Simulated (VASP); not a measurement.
# Pd (Fm-3m) in VASP: a series of runs

Runs on Pd. Level: LDA. Tasks: single point, relaxation of volume and atoms at fixed shape.

All numbers are computed with VASP 6.6.1; they aren't measurements. Logs are shortened: lines on timing, memory, paths and dates and some standing lists are left out, and cuts for length are marked.

**1. The cell of the first run**

It takes space group Fm-3m (No. 225, cubic). The conventional cell has a = 3.839 Å, b = 3.839 Å, c = 3.839 Å, α = 90.00°, β = 90.00°, γ = 90.00°. Pd (site symmetry m-3m) has 12 Pd at 2.71 Å within 3.6 Å.

**2. Single point, LDA**

File INCAR:

```
SYSTEM = Pd
PREC     = Accurate       ! precision mode
ENCUT    = 520            ! plane-wave cutoff, eV
EDIFF    = 1E-6           ! SCF threshold, eV
ISMEAR   = 0              ! smearing method
SIGMA    = 0.1            ! smearing width, eV
LREAL    = .FALSE.        ! projectors in reciprocal space
LASPH    = .TRUE.         ! aspherical terms in the spheres
NELM     = 100            ! most SCF steps
ALGO     = Normal         ! electronic algorithm
ISIF     = 2              ! what is computed and relaxed
LWAVE    = .FALSE.        ! write WAVECAR
LCHARG   = .FALSE.        ! write CHGCAR
GGA      = CA             ! functional
NBANDS   = 11             ! bands
```

File KPOINTS:

```
Automatic mesh
0
G
  18 18 18
  0 0 0
```

File POSCAR:

```
Pd
1.0
    0.0000000000      1.9194981086      1.9194981086
    1.9194981086      0.0000000000      1.9194981086
    1.9194981086      1.9194981086      0.0000000000
Pd
1
Direct
    0.0000000000      0.0000000000      0.0000000000
```

Potentials or basis: VASP PAW LDA potentials, release 64 (Pd).

Started as:

```sh
cat potpaw_LDA.64/Pd/POTCAR > POTCAR
mpirun -np 1 vasp_std > vasp.out
```

OUTCAR:

```text
SYSTEM = Pd
   PREC = Accurate
   ENCUT = 520
   EDIFF = 1E-6
   ISMEAR = 0
   LREAL = .FALSE.
   LASPH = .TRUE.
   NELM = 100
   ISIF = 2
   GGA = CA

 ion  position               nearest neighbor table
   1  0.000  0.000  0.000-

  LATTYP: Found a face centered cubic cell.
 ALAT       =     3.8389962172

  Lattice vectors:

 A1 = (   0.0000000000,   1.9194981086,   1.9194981086)
 A2 = (   1.9194981086,   0.0000000000,   1.9194981086)
 A3 = (   1.9194981086,   1.9194981086,   0.0000000000)

Analysis of symmetry for initial positions (statically):
=====================================================================
 Subroutine PRICEL returns:
 Original cell was already a primitive cell.

 Routine SETGRP: Setting up the symmetry group for a
 face centered cubic supercell.

 Subroutine GETGRP returns: Found 48 space group operations
 (whereof 48 operations were pure point group operations)
 out of a pool of 48 trial point group operations.

The static configuration has the point symmetry O_h .

Analysis of symmetry for dynamics (positions and initial velocities):
=====================================================================
 Subroutine PRICEL returns:
 Original cell was already a primitive cell.

 Routine SETGRP: Setting up the symmetry group for a
 face centered cubic supercell.

 Subroutine GETGRP returns: Found 48 space group operations
 (whereof 48 operations were pure point group operations)
 out of a pool of 48 trial point group operations.

The dynamic configuration has the point symmetry O_h .

 Subroutine INISYM returns: Found 48 space group operations
 (whereof 48 operations are pure point group operations),
 and found     1 'primitive' translations

----------------------------------------------------------------------------------------

                                     Primitive cell

  volume of cell :      14.1447

  direct lattice vectors                    reciprocal lattice vectors
     0.000000000  1.919498109  1.919498109    -0.260484758  0.260484758  0.260484758
     1.919498109  0.000000000  1.919498109     0.260484758 -0.260484758  0.260484758
     1.919498109  1.919498109  0.000000000     0.260484758  0.260484758 -0.260484758

  length of vectors
     2.714580258  2.714580258  2.714580258     0.451172835  0.451172835  0.451172835

  position of ions in fractional coordinates (direct lattice)
     0.000000000  0.000000000  0.000000000

  ion indices of the primitive-cell ions
   primitive index   ion index
                 1           1

----------------------------------------------------------------------------------------

 KPOINTS: Automatic mesh

Automatic generation of k-mesh.
 Grid dimensions read from file:
 generate k-points for:   18   18   18

 Generating k-lattice:

  Cartesian coordinates                     Fractional coordinates (reciprocal lattice)
    -0.014471375  0.014471375  0.014471375     0.055555556  0.000000000  0.000000000
     0.014471375 -0.014471375  0.014471375     0.000000000  0.055555556  0.000000000
     0.014471375  0.014471375 -0.014471375     0.000000000  0.000000000  0.055555556

  Length of vectors
     0.025065158  0.025065158  0.025065158

  Shift w.r.t. Gamma in fractional coordinates (k-lattice)
     0.000000000  0.000000000  0.000000000

 Subroutine IBZKPT returns following result:
 ===========================================

 Found    195 irreducible k-points:

 Following reciprocal coordinates:
            Coordinates               Weight
  0.000000  0.000000  0.000000      1.000000
  0.055556  0.000000  0.000000      8.000000
  0.111111  0.000000  0.000000      8.000000
  0.166667  0.000000  0.000000      8.000000
  0.222222  0.000000  0.000000      8.000000
  0.277778  0.000000  0.000000      8.000000
[... 16 lines left out ...]
 -0.277778  0.055556  0.000000     24.000000
 -0.222222  0.055556  0.000000     24.000000
 [... further k-points ...]
   k-points           NKPTS =    195   k-points in BZ     NKDIM =    195   number of bands    NBANDS=     11
   number of dos      NEDOS =    301   number of ions     NIONS =      1
   total plane-waves  NPLWV =   8000
   dimension x,y,z NGX =    20 NGY =   20 NGZ =   20
   dimension x,y,z NGXF=    40 NGYF=   40 NGZF=   40
   ions per type =               1
   NGX,Y,Z   is equivalent  to a cutoff of  12.25, 12.25, 12.25 a.u.
   NGXF,Y,Z  is equivalent  to a cutoff of  24.50, 24.50, 24.50 a.u.
 SYSTEM =  Pd
   PREC   = accura    normal or accurate (medium, high low for compatibility)
   ISTART =      0    job   : 0-new  1-cont  2-samecut
   ICHARG =      2    charge: 1-file 2-atom 10-const
   ISPIN  =      1    spin polarized calculation?
   LNONCOLLINEAR =      F non collinear calculations
   LSORBIT =      F    spin-orbit coupling
   LASPH  =      T    aspherical Exc in radial PAW
   ENCUT  =  520.0 eV  38.22 Ry    6.18 a.u.   5.05  5.05  5.05*2*pi/ulx,y,z
   NELM   =    100;   NELMIN=  2; NELMDL= -5     # of ELM steps
   EDIFF  = 0.1E-05   stopping-criterion for ELM
   LREAL  =      F    real-space projection
   EDIFFG = 0.1E-04   stopping-criterion for IOM
   NSW    =      0    number of steps for IOM
   IBRION =     -1    ionic relax: 0-MD 1-quasi-New 2-CG
   NFREE  =      0    steps in history (QN), initial steepest desc. (CG)
   ISIF   =      2    stress and relaxation
   ISYM   =      2    0-nonsym 1-usesym 2-fastsym
   POTIM  = 0.5000    time-step for ionic-motion
   TEBEG  =    0.0;   TEEND  =   0.0 temperature during run
   PSTRESS=    0.0 pullay stress
   NELECT =      10.0000    total number of electrons
   NUPDOWN=      -1.0000    fix difference up-down
   EMIN   =  10.00;   EMAX   =-10.00  energy-range for DOS
   EFERMI =   0.00;   METHOD = LEGACY
   ISMEAR =     0;   SIGMA  =   0.10  broadening in eV -4-tet -1-fermi 0-gaus
   EFERMI_NEDOS =   21; number of points for ismear=-14 and -15
   IALGO  =     38    algorithm
   IMIX   =      4    mixing-type and parameters
     AMIX     =   0.40;   BMIX     =  1.00
     AMIX_MAG =   1.60;   BMIX_MAG =  1.00
  volume/ion in A,a.u.               =      14.14        95.45
  Fermi-wavevector in a.u.,A,eV,Ry     =   1.458402  2.755979 28.938712  2.126935
  Thomas-Fermi vector in A             =   2.575090
   LORBIT       =      0    0 simple, 1 ext, 2 COOP (PROOUT), +10 PAW based schemes
   GGA     = CA    functional components
   LHFCALC =     F    Hartree Fock is set to
   AEXX    =    0.0000 exact exchange contribution
   IVDW    =     0    specifies the selected vdW correction
   LEPSILON=     F    determine dielectric tensor
   LRPA    =     F    only Hartree local field effects (RPA)
 non-spin polarized calculation
 Gauss-broadening in eV      SIGMA  =   0.10
  energy-cutoff  :      520.00
  volume of cell :       14.14
 maximum number of plane-waves:       392
   NGX =  9   NGY =  9   NGZ =  9

 number of electron      10.0000005 magnetization

 Free energy of the ion-electron system (eV)
  ---------------------------------------------------
  ext. energy  EPLUGINS =         0.00000000
  ---------------------------------------------------
  free energy    TOTEN  =        -6.50355207 eV

  energy without entropy =       -6.49251620  energy(sigma->0) =       -6.49803413

 E-fermi :  10.3334     XC(G=0): -13.7746

 val. band max:       10.3315891470   @ k =  -0.4444   0.3889   0.1111
 cond. band min:      10.3371661052   @ k =   0.5000   0.1111   0.0000
 fundamental gap:      0.0055769582
 Fermi energy:        10.3334385298

 k-point     1 :       0.0000    0.0000    0.0000
  band No.  band energies     occupation
      1       2.7597      2.00000
      2       7.2586      2.00000
      3       7.2586      2.00000
      4       7.2586      2.00000
      5       9.0216      2.00000
      6       9.0216      2.00000
      7      27.4653      0.00000
      8      32.4278      0.00000
      9      32.4278      0.00000
     10      32.4278      0.00000
     11      35.9485      0.00000

 k-point     2 :       0.0556    0.0000    0.0000
  band No.  band energies     occupation
      1       2.8766      2.00000
      2       7.2146      2.00000
      3       7.3007      2.00000
      4       7.3007      2.00000
      5       9.0003      2.00000
      6       9.0003      2.00000
      7      27.6025      0.00000
      8      31.6834      0.00000
      9      32.5723      0.00000
     10      32.5723      0.00000
     11      35.9672      0.00000

 k-point     3 :       0.1111    0.0000    0.0000
  band No.  band energies     occupation
      1       3.2137      2.00000
      2       7.1050      2.00000
      3       7.4110      2.00000
      4       7.4110      2.00000
      5       8.9556      2.00000
      6       8.9556      2.00000
      7      27.9316      0.00000
      8      30.1496      0.00000
      9      32.9856      0.00000
     10      32.9856      0.00000
     11      35.9807      0.00000

 k-point     4 :       0.1667    0.0000    0.0000
  band No.  band energies     occupation
      1       3.7204      2.00000
      2       7.0022      2.00000
      3       7.5353      2.00000
      4       7.5353      2.00000
      5       8.9466      2.00000
      6       8.9466      2.00000
      7      27.8102      0.00000
      8      28.8651      0.00000
      9      33.5980      0.00000
     10      33.5980      0.00000
     11      36.0273      0.00000
[... 239 lines left out ...]
 k-point    22 :      -0.3333    0.0556    0.0000
  band No.  band energies     occupation
      1       4.8352      2.00000
      2       7.3553      2.00000
      3       7.4452      2.00000
      4       8.4374      2.00000
      5       9.5752      2.00000
      6      10.3384      0.94454
      7      21.4621      0.00000
      8      27.7028      0.00000
      9      31.7811      0.00000
     10      33.8664      0.00000
     11      35.9640      0.00000

 k-point    23 :      -0.2778    0.0556    0.0000
  band No.  band energies     occupation
      1       4.8022      2.00000
      2       7.4143      2.00000
      3       7.5649      2.00000
      4       7.6433      2.00000
      5       9.1898      2.00000
      6       9.8398      2.00000
      7      23.5079      0.00000
      8      28.2466      0.00000
      9      32.4688      0.00000
     10      35.4178      0.00000
     11      35.6960      0.00000

 k-point    24 :      -0.2222    0.0556    0.0000
  band No.  band energies     occupation
      1       4.5231      2.00000
      2       7.0127      2.00000
      3       7.6108      2.00000
      4       7.6480      2.00000
      5       8.8807      2.00000
      6       9.4496      2.00000
      7      25.5451      0.00000
      8      28.6715      0.00000
      9      32.9204      0.00000
     10      35.1857      0.00000
     11      35.6874      0.00000

 [... further k-points ...]
[... 5 lines left out ...]
  --------------------------------------------------------------------------------------
  -------------------------------------------------------------------------------------
  Total        0.0244280      0.0244280      0.0244280      0.0000000      0.0000000      0.0000000
  in kB        2.7669810      2.7669810      2.7669810      0.0000000      0.0000000      0.0000000
  external PRESSURE =       2.7669810 kB  Pullay stress =       0.0000000 kB

 VOLUME and BASIS-vectors are now :
 -----------------------------------------------------------------------------
  energy-cutoff  :      520.00
  volume of cell :       14.14
      direct lattice vectors                 reciprocal lattice vectors
     0.000000000  1.919498109  1.919498109    -0.260484758  0.260484758  0.260484758
     1.919498109  0.000000000  1.919498109     0.260484758 -0.260484758  0.260484758
     1.919498109  1.919498109  0.000000000     0.260484758  0.260484758 -0.260484758

 POSITION                                       TOTAL-FORCE (eV/Angst)
 -----------------------------------------------------------------------------------
      0.00000      0.00000      0.00000         0.000000      0.000000      0.000000
 -----------------------------------------------------------------------------------
    total drift:                               -0.000000     -0.000000     -0.000000

  FREE ENERGIE OF THE ION-ELECTRON SYSTEM (eV)
  ---------------------------------------------------
  free  energy   TOTEN  =        -6.5035520727 eV

  energy  without entropy=       -6.4925161968  energy(sigma->0) =       -6.49803413
```

Wall time 12 s (1 thread of AMD EPYC 9R45 (Zen 5), shared host); peak memory 0.11 GiB.

Results:

- Free energy: -6.5036 eV
- Pressure: 0.3 GPa
- Band gap on the k mesh: zero (band 5 reaches 10.65 eV, above the bottom of band 6 at 8.95 eV)

(Part 1 of 2 ends here.)
